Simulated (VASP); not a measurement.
# Al16GeN15 (a cell with a defect) in VASP: relaxation of the atoms with PBE

Aim: the relaxation of the atoms of Al16GeN15 (a cell with a defect) with PBE.

Everything below comes from runs of VASP 6.6.1. Logs are shortened: lines on timing, memory, paths and dates and some standing lists are left out, and cuts for length are marked.

## Step 1: The cell of the first run

The cell holds a defect, 32 atoms: a = 6.260 Å, b = 6.260 Å, c = 10.035 Å, α = 90.00°, β = 90.00°, γ = 120.00°.

## Step 2: Relaxation of the atoms, PBE

INCAR reads:

```
SYSTEM = Al16GeN15
PREC     = Accurate       ! precision mode
ENCUT    = 520            ! plane-wave cutoff, eV
EDIFF    = 1E-6           ! SCF threshold, eV
ISMEAR   = 0              ! smearing method
SIGMA    = 0.01           ! smearing width, eV
LREAL    = Auto         
LASPH    = .True.         ! aspherical terms in the spheres
NELM     = 60             ! most SCF steps
ALGO     = Normal         ! electronic algorithm
ISIF     = 2              ! what is computed and relaxed
LWAVE    = .False.        ! write WAVECAR
LCHARG   = .False.        ! write CHGCAR
GGA      = PE             ! functional
IBRION   = 2              ! ionic algorithm
NSW      = 100            ! ionic steps
EDIFFG   = -0.03          ! ionic threshold
NELECT   = 136.0
```

KPOINTS reads:

```
Automatic mesh
0
Gamma
  1 1 1
  0.25 0.25 0.25
```

POSCAR reads:

```
Al16GeN15
1.0
    6.2595139100      0.0000000600      0.0000000000
   -3.1297570100      5.4208980300      0.0000000000
    0.0000000000      0.0000000000     10.0348065900
Al N Ge
16 15 1
Direct
    0.3333333300      0.1666666700      0.2496176900
    0.1666666700      0.3333333300      0.4996176900
    0.3333333300      0.1666666700      0.7496176900
    0.1666666700      0.3333333300      0.9996176900
    0.3333333300      0.6666666700      0.2496176900
    0.1666666700      0.8333333300      0.4996176900
    0.3333333300      0.6666666700      0.7496176900
    0.1666666700      0.8333333300      0.9996176900
    0.8333333300      0.1666666700      0.2496176900
    0.6666666700      0.3333333300      0.4996176900
    0.8333333300      0.1666666700      0.7496176900
    0.6666666700      0.3333333300      0.9996176900
    0.8333333300      0.6666666700      0.2496176900
    0.6666666700      0.8333333300      0.4996176900
    0.8333333300      0.6666666700      0.7496176900
    0.6666666700      0.8333333300      0.9996176900
    0.3333333300      0.1666666700      0.4403823100
    0.1666666700      0.3333333300      0.1903823100
    0.3333333300      0.1666666700      0.9403823100
    0.1666666700      0.3333333300      0.6903823100
    0.3333333300      0.6666666700      0.4403823100
    0.1666666700      0.8333333300      0.1903823100
    0.3333333300      0.6666666700      0.9403823100
    0.1666666700      0.8333333300      0.6903823100
    0.8333333300      0.1666666700      0.4403823100
    0.6666666700      0.3333333300      0.1903823100
    0.8333333300      0.1666666700      0.9403823100
    0.6666666700      0.3333333300      0.6903823100
    0.6666666700      0.8333333300      0.1903823100
    0.8333333300      0.6666666700      0.9403823100
    0.6666666700      0.8333333300      0.6903823100
    0.8333333300      0.6666666700      0.4403823100
```

Potentials or basis: VASP PAW PBE potentials, release 64 (Al, N, Ge_d).

Launch:

```
cat potpaw_PBE.64/Al/POTCAR potpaw_PBE.64/N/POTCAR potpaw_PBE.64/Ge_d/POTCAR > POTCAR
mpirun -np 1 vasp_std > vasp.out
```

OUTCAR:

```text
SYSTEM = Al16GeN15
   PREC = Accurate
   ENCUT = 520
   EDIFF = 1E-6
   ISMEAR = 0
   LREAL = Auto
   LASPH = .True.
   NELM = 60
   ISIF = 2
   GGA = PE
   IBRION = 2
   NSW = 100
   EDIFFG = -0.03
   NELECT = 136.0

 ion  position               nearest neighbor table
   1  0.333  0.167  0.250-  18 1.90  26 1.90  22 1.90  17 1.91   2 3.09   4 3.09  10 3.09  12 3.09
                             6 3.09   8 3.09  13 3.13  13 3.13   9 3.13   9 3.13   5 3.13   5 3.13
   2  0.167  0.333  0.500-  17 1.90  25 1.90  21 1.90  20 1.91   1 3.09   3 3.09   9 3.09  11 3.09
                             5 3.09   7 3.09  14 3.13  14 3.13  10 3.13  10 3.13   6 3.13   6 3.13
   3  0.333  0.167  0.750-  20 1.90  28 1.90  24 1.90  19 1.91   2 3.09   4 3.09  10 3.09  12 3.09
                             6 3.09   8 3.09  15 3.13  15 3.13  11 3.13  11 3.13   7 3.13   7 3.13
   4  0.167  0.333  1.000-  19 1.90  27 1.90  23 1.90  18 1.91   1 3.09   3 3.09   9 3.09  11 3.09
                             5 3.09   7 3.09  16 3.13  16 3.13  12 3.13  12 3.13   8 3.13   8 3.13
   5  0.333  0.667  0.250-  22 1.90  29 1.90  18 1.90  21 1.91   6 3.09   8 3.09  14 3.09  16 3.09
                             2 3.09   4 3.09   9 3.13   9 3.13  13 3.13  13 3.13   1 3.13   1 3.13
   6  0.167  0.833  0.500-  21 1.90  32 1.90  17 1.90  24 1.91   5 3.09   7 3.09  13 3.09  15 3.09
                             1 3.09   3 3.09  10 3.13  10 3.13  14 3.13  14 3.13   2 3.13   2 3.13
   7  0.333  0.667  0.750-  24 1.90  31 1.90  20 1.90  23 1.91   6 3.09   8 3.09  14 3.09  16 3.09
                             2 3.09   4 3.09  11 3.13  11 3.13  15 3.13  15 3.13   3 3.13   3 3.13
   8  0.167  0.833  1.000-  23 1.90  30 1.90  19 1.90  22 1.91   5 3.09   7 3.09  13 3.09  15 3.09
                             1 3.09   3 3.09  12 3.13  12 3.13  16 3.13  16 3.13   4 3.13   4 3.13
   9  0.833  0.167  0.250-  26 1.90  18 1.90  29 1.90  25 1.91  10 3.09  12 3.09   2 3.09   4 3.09
[... 15 lines left out ...]
  17  0.333  0.167  0.440-   2 1.90  10 1.90   6 1.90   1 1.91
  18  0.167  0.333  0.190-   1 1.90   9 1.90   5 1.90   4 1.91
  19  0.333  0.167  0.940-   4 1.90  12 1.90   8 1.90   3 1.91
  20  0.167  0.333  0.690-   3 1.90  11 1.90   7 1.90   2 1.91
  21  0.333  0.667  0.440-   6 1.90  14 1.90   2 1.90   5 1.91
  22  0.167  0.833  0.190-   5 1.90  13 1.90   1 1.90   8 1.91
  23  0.333  0.667  0.940-   8 1.90  16 1.90   4 1.90   7 1.91
  24  0.167  0.833  0.690-   7 1.90  15 1.90   3 1.90   6 1.91
  25  0.833  0.167  0.440-  10 1.90   2 1.90  14 1.90   9 1.91
  26  0.667  0.333  0.190-   9 1.90   1 1.90  13 1.90  12 1.91
  27  0.833  0.167  0.940-  12 1.90   4 1.90  16 1.90  11 1.91
  28  0.667  0.333  0.690-  11 1.90   3 1.90  15 1.90  10 1.91
  29  0.667  0.833  0.190-  13 1.90   5 1.90   9 1.90  16 1.91
  30  0.833  0.667  0.940-  16 1.90   8 1.90  12 1.90  15 1.91
  31  0.667  0.833  0.690-  15 1.90   7 1.90  11 1.90  14 1.91
  32  0.833  0.667  0.440-  14 1.90   6 1.90  10 1.90  13 1.91  15 3.10

  LATTYP: Found a hexagonal cell.
 ALAT       =     6.2595139100
 C/A-ratio  =     1.6031287308

  Lattice vectors:

 A1 = (   6.2595139100,   0.0000000600,   0.0000000000)
 A2 = (  -3.1297570100,   5.4208980300,   0.0000000000)
 A3 = (   0.0000000000,   0.0000000000,  10.0348065900)

Analysis of symmetry for initial positions (statically):
=====================================================================
 Subroutine PRICEL returns:
 Original cell was already a primitive cell.

 Routine SETGRP: Setting up the symmetry group for a
 hexagonal supercell.

 Subroutine GETGRP returns: Found  6 space group operations
 (whereof  2 operations were pure point group operations)
 out of a pool of 24 trial point group operations.

The static configuration has the point symmetry C_1h.
 The point group associated with its full space group is C_3v.

Analysis of symmetry for dynamics (positions and initial velocities):
=====================================================================
 Subroutine PRICEL returns:
 Original cell was already a primitive cell.

 Routine SETGRP: Setting up the symmetry group for a
 hexagonal supercell.

 Subroutine GETGRP returns: Found  6 space group operations
 (whereof  2 operations were pure point group operations)
 out of a pool of 24 trial point group operations.

The dynamic configuration has the point symmetry C_1h.
 The point group associated with its full space group is C_3v.

 Subroutine INISYM returns: Found  6 space group operations
 (whereof  2 operations are pure point group operations),
 and found     1 'primitive' translations

----------------------------------------------------------------------------------------

                                     Primitive cell
[... 103 lines left out ...]

 Found      1 irreducible k-points:

 Following reciprocal coordinates:
            Coordinates               Weight
  0.250000  0.250000  0.250000     12.000000
   k-points           NKPTS =      1   k-points in BZ     NKDIM =      1   number of bands    NBANDS=     85
   number of dos      NEDOS =    301   number of ions     NIONS =     32
   total plane-waves  NPLWV = 184320
   dimension x,y,z NGX =    48 NGY =   48 NGZ =   80
   dimension x,y,z NGXF=    96 NGYF=   96 NGZF=  160
   ions per type =              16  15   1
   NGX,Y,Z   is equivalent  to a cutoff of  12.75, 12.75, 13.25 a.u.
   NGXF,Y,Z  is equivalent  to a cutoff of  25.50, 25.50, 26.51 a.u.
 SYSTEM =  Al16GeN15
   PREC   = accura    normal or accurate (medium, high low for compatibility)
   ISTART =      0    job   : 0-new  1-cont  2-samecut
   ICHARG =      2    charge: 1-file 2-atom 10-const
   ISPIN  =      1    spin polarized calculation?
   LNONCOLLINEAR =      F non collinear calculations
   LSORBIT =      F    spin-orbit coupling
   LASPH  =      T    aspherical Exc in radial PAW
   ENCUT  =  520.0 eV  38.22 Ry    6.18 a.u.  11.64 11.64 18.66*2*pi/ulx,y,z
   NELM   =     60;   NELMIN=  2; NELMDL= -5     # of ELM steps
   EDIFF  = 0.1E-05   stopping-criterion for ELM
   LREAL  =      T    real-space projection
   EDIFFG = -.3E-01   stopping-criterion for IOM
   NSW    =    100    number of steps for IOM
   IBRION =      2    ionic relax: 0-MD 1-quasi-New 2-CG
   NFREE  =      1    steps in history (QN), initial steepest desc. (CG)
   ISIF   =      2    stress and relaxation
   ISYM   =      2    0-nonsym 1-usesym 2-fastsym
   POTIM  = 0.5000    time-step for ionic-motion
   TEBEG  =    0.0;   TEEND  =   0.0 temperature during run
   PSTRESS=    0.0 pullay stress
   NELECT =     136.0000    total number of electrons
   NUPDOWN=      -1.0000    fix difference up-down
   EMIN   =  10.00;   EMAX   =-10.00  energy-range for DOS
   EFERMI =   0.00;   METHOD = LEGACY
   ISMEAR =     0;   SIGMA  =   0.01  broadening in eV -4-tet -1-fermi 0-gaus
   EFERMI_NEDOS =   21; number of points for ismear=-14 and -15
   IALGO  =     38    algorithm
   IMIX   =      4    mixing-type and parameters
     AMIX     =   0.40;   BMIX     =  1.00
     AMIX_MAG =   1.60;   BMIX_MAG =  1.00
  volume/ion in A,a.u.               =      10.64        71.81
  Fermi-wavevector in a.u.,A,eV,Ry     =   1.205630  2.278311 19.776675  1.453545
  Thomas-Fermi vector in A             =   2.341321
   LORBIT       =      0    0 simple, 1 ext, 2 COOP (PROOUT), +10 PAW based schemes
   GGA     = PE    functional components
   LHFCALC =     F    Hartree Fock is set to
   AEXX    =    0.0000 exact exchange contribution
   IVDW    =     0    specifies the selected vdW correction
   LEPSILON=     F    determine dielectric tensor
   LRPA    =     F    only Hartree local field effects (RPA)
 conjugate gradient relaxation of ions
 non-spin polarized calculation
 Gauss-broadening in eV      SIGMA  =   0.01
  energy-cutoff  :      520.00
  volume of cell :      340.50
 maximum number of plane-waves:      9148
 NGX is ok and might be reduce to    48
   NGX = 23   NGY = 23   NGZ = 37

--------------------------------------- Ionic step        1  -------------------------------------------

 number of electron     135.9999990 magnetization

 Free energy of the ion-electron system (eV)
  ---------------------------------------------------
  ext. energy  EPLUGINS =         0.00000000
  ---------------------------------------------------
  free energy    TOTEN  =      -228.93781009 eV

  energy without entropy =     -228.93781009  energy(sigma->0) =     -228.93781009

------------------------ aborting loop because EDIFF is reached ----------------------------------------

  FORCE on cell =-STRESS in cart. coord.  units (eV):
  Direction    XX          YY          ZZ          XY          YZ          ZX
  --------------------------------------------------------------------------------------
  -------------------------------------------------------------------------------------
  Total       20.9148335     20.9148335     21.7526572     -0.0000000      0.0000000      0.0000000
  in kB       98.4111119     98.4111118    102.3533454     -0.0000001      0.0000000      0.0000000
  external PRESSURE =      99.7251897 kB  Pullay stress =       0.0000000 kB
[... 179 lines left out ...]
  FREE ENERGIE OF THE ION-ELECTRON SYSTEM (eV)
  ---------------------------------------------------
  free  energy   TOTEN  =      -235.1005269961 eV

  energy  without entropy=     -235.1000510309  energy(sigma->0) =     -235.10028901

[... ionic steps 4 to 19 ...]

--------------------------------------- Ionic step       20  -------------------------------------------

 number of electron     135.9999998 magnetization

------------------------ aborting loop because EDIFF is reached ----------------------------------------
[... 127 lines left out ...]
--------------------------------------- Ionic step       22  -------------------------------------------

 number of electron     135.9999988 magnetization

 Free energy of the ion-electron system (eV)
  ---------------------------------------------------
  ext. energy  EPLUGINS =         0.00000000
  ---------------------------------------------------
  free energy    TOTEN  =      -236.14467571 eV

  energy without entropy =     -236.14465158  energy(sigma->0) =     -236.14466364

 E-fermi :   7.7553     XC(G=0): -10.9600

 val. band max:        7.7305162465   @ k =   0.2500   0.2500   0.2500
 cond. band min:       7.7801040715   @ k =   0.2500   0.2500   0.2500
 fundamental gap:      0.0495878250
 Fermi energy:         7.7553101590

 k-point     1 :       0.2500    0.2500    0.2500
  band No.  band energies     occupation
      1     -15.5513      2.00000
      2     -15.5511      2.00000
      3     -15.4557      2.00000
      4     -15.4556      2.00000
      5     -15.4382      2.00000
      6      -8.4500      2.00000
[... 72 lines left out ...]
     79      13.0247      0.00000
     80      13.3017      0.00000
 [bands above 80 left out]

------------------------ aborting loop because EDIFF is reached ----------------------------------------

  FORCE on cell =-STRESS in cart. coord.  units (eV):
  Direction    XX          YY          ZZ          XY          YZ          ZX
  --------------------------------------------------------------------------------------
  -------------------------------------------------------------------------------------
  Total        4.8906656      4.8906656     20.2543415     -0.0000000     -0.0000000     -0.0000000
  in kB       23.0121764     23.0121764     95.3032817     -0.0000000     -0.0000000     -0.0000000
  external PRESSURE =      47.1092115 kB  Pullay stress =       0.0000000 kB
[... 47 lines left out ...]
  FREE ENERGIE OF THE ION-ELECTRON SYSTEM (eV)
  ---------------------------------------------------
  free  energy   TOTEN  =      -236.1446757128 eV

  energy  without entropy=     -236.1446515759  energy(sigma->0) =     -236.14466364

 reached required accuracy - stopping structural energy minimisation
```

Run time: 24 min. Hardware: 1 thread of Intel Xeon Platinum 8259CL at 2.50GHz (Skylake/Cascade Lake), shared host; peak memory 0.49 GiB.

Results:

```yaml
Free_energy: -236.1447 eV
Energy_gained_by_relaxing: 225.2 meV/atom
Ionic_steps: 22
Largest_force_after_relaxing: 0.029 eV/Å
```

Forces on the atoms (eV/Å):
```
Al  -0.004  0.002 -0.008
Al   0.000  0.000  0.018
Al   0.000  0.000 -0.001
Al   0.000  0.000  0.023
Al   0.000 -0.004 -0.008
Al  -0.025 -0.014  0.001
Al   0.000  0.000 -0.001
Al   0.004  0.002 -0.012
Al   0.004  0.002 -0.008
Al   0.000  0.029  0.001
Al   0.000  0.000 -0.001
Al   0.000 -0.005 -0.012
Al   0.000  0.000  0.025
Al   0.025 -0.014  0.001
Al   0.000  0.000 -0.012
Al  -0.004  0.002 -0.012
N    0.007 -0.004  0.015
N    0.000  0.000  0.016
N    0.000  0.000 -0.009
N    0.000  0.000 -0.009
N    0.000  0.008  0.015
N   -0.003 -0.002  0.000
N    0.000  0.000 -0.009
N    0.002  0.001  0.001
N   -0.007 -0.004  0.015
N    0.000  0.004  0.000
N    0.000  0.000 -0.009
N    0.000 -0.002  0.001
N    0.003 -0.002  0.000
N    0.000  0.000 -0.006
N   -0.002  0.001  0.001
Ge   0.000  0.000 -0.016
```

Step by step:
| step | energy change (eV) | largest force (eV/Å) | pressure (GPa) |
| --- | --- | --- | --- |
| 1 | 0.0000 | 11.7520 | 9.97 |
| 2 | -2.3807 | 7.5472 | 8.23 |
| 3 | -6.1627 | 1.9433 | 6.21 |
| 4 | -6.5754 | 1.2416 | 5.92 |
| 5 | -6.5832 | 1.4752 | 5.91 |
| 6 | -6.7760 | 1.2164 | 5.70 |
| 7 | -6.7912 | 1.1046 | 5.66 |
| 8 | -6.9717 | 0.9884 | 5.38 |
| 9 | -7.0440 | 0.6096 | 5.12 |
| 10 | -7.1459 | 0.3983 | 4.99 |
| 11 | -7.1493 | 0.3433 | 5.00 |
| 12 | -7.1756 | 0.1975 | 4.92 |
| 13 | -7.1794 | 0.2829 | 4.88 |
| 14 | -7.1948 | 0.2830 | 4.88 |
| 15 | -7.1952 | 0.2824 | 4.88 |
| 16 | -7.2014 | 0.1839 | 4.81 |
| 17 | -7.2014 | 0.1869 | 4.82 |
| 18 | -7.2040 | 0.1301 | 4.78 |
| 19 | -7.2041 | 0.1412 | 4.77 |
| 20 | -7.2059 | 0.0765 | 4.74 |
| 21 | -7.2061 | 0.0537 | 4.73 |
| 22 | -7.2069 | 0.0286 | 4.71 |

Final structure:
```yaml
crystal:
  lattice:
    - [6.25951, 0.00000, 0.00000]
    - [-3.12976, 5.42090, 0.00000]
    - [0.00000, 0.00000, 10.03481]
  atoms:
    - { symbol: Al, position: [0.33501, 0.16499, 0.24976] }
    - { symbol: Al, position: [0.16667, 0.33333, 0.50053] }
    - { symbol: Al, position: [0.32926, 0.17074, 0.75649] }
    - { symbol: Al, position: [0.16667, 0.33333, 0.00728] }
    - { symbol: Al, position: [0.33501, 0.67001, 0.24976] }
    - { symbol: Al, position: [0.20049, 0.85025, 0.51926] }
    - { symbol: Al, position: [0.32926, 0.65852, 0.75649] }
    - { symbol: Al, position: [0.18016, 0.84008, 0.99304] }
    - { symbol: Al, position: [0.82999, 0.16499, 0.24976] }
    - { symbol: Al, position: [0.64975, 0.29951, 0.51926] }
    - { symbol: Al, position: [0.84148, 0.17074, 0.75649] }
    - { symbol: Al, position: [0.65992, 0.31984, 0.99304] }
    - { symbol: Al, position: [0.83333, 0.66667, 0.18211] }
    - { symbol: Al, position: [0.64975, 0.85025, 0.51926] }
    - { symbol: Al, position: [0.83333, 0.66667, 0.75487] }
    - { symbol: Al, position: [0.65992, 0.84008, 0.99304] }
    - { symbol: N, position: [0.33471, 0.16529, 0.44268] }
    - { symbol: N, position: [0.16667, 0.33333, 0.19604] }
    - { symbol: N, position: [0.32968, 0.17032, 0.94051] }
    - { symbol: N, position: [0.16667, 0.33333, 0.68937] }
    - { symbol: N, position: [0.33471, 0.66941, 0.44268] }
    - { symbol: N, position: [0.18102, 0.84051, 0.17941] }
    - { symbol: N, position: [0.32968, 0.65935, 0.94051] }
    - { symbol: N, position: [0.17128, 0.83564, 0.70298] }
    - { symbol: N, position: [0.83059, 0.16529, 0.44268] }
    - { symbol: N, position: [0.65949, 0.31898, 0.17941] }
    - { symbol: N, position: [0.84065, 0.17032, 0.94051] }
    - { symbol: N, position: [0.66436, 0.32872, 0.70298] }
    - { symbol: N, position: [0.65949, 0.84051, 0.17941] }
    - { symbol: N, position: [0.83333, 0.66667, 0.94968] }
    - { symbol: N, position: [0.66436, 0.83564, 0.70298] }
    - { symbol: Ge, position: [0.83333, 0.66667, 0.40775] }
```

Caveat: the k points lie up to 1.16 Å⁻¹ apart, too coarse for converged energies, forces and pressures; the cell carries a net charge on a neutralising background, which shifts energy and pressure; the cell is charged against a uniform background, so pressure and absolute levels hang on convention.
